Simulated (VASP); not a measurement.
Ni, 2 atoms in the cell. Symmetry: P6_3/mmc, No. 194, hexagonal system. The conventional cell has a = 2.496 Å, b = 2.496 Å, c = 4.153 Å, α = 90.00°, β = 90.00°, γ = 120.00°. Ni (site symmetry -6m2) has 12 Ni at 2.50 to 2.53 Å within 3.3 Å. 

| Property | Result |
| --- | --- |
| Program | VASP 6.6.1 |
| Task | single point |
| Functional | PBE |
| Potentials or basis | VASP PAW PBE potentials, release 64 (Ni) |
| Cutoff | 520 eV |
| k mesh | 12 × 12 × 7 |
| Occupations | fermi-dirac, width 0.05 eV |
| Spin | collinear spin, ferromagnetic start |
| Starting moments | [1.0, 1.0] μB |
| Dipole correction | no |
| Further INCAR settings | ALGO = Fast; EDIFF = 1e-06; NBANDS = 21 |

Potentials or basis: VASP PAW PBE potentials, release 64 (Ni).

Launch:

```sh
$ cat potpaw_PBE.64/Ni/POTCAR > POTCAR
$ mpirun -np 1 vasp_std > vasp.out
```

Hardware: 1 thread of Intel Xeon 6975P-C, with other jobs on the host.

Task: Estimate the wall time of this run.

Result: Run time: 51 s on 1 thread of Intel Xeon 6975P-C, with other jobs on the host, peak memory 0.18 GiB. Counts: scf iterations 14, k points 76.
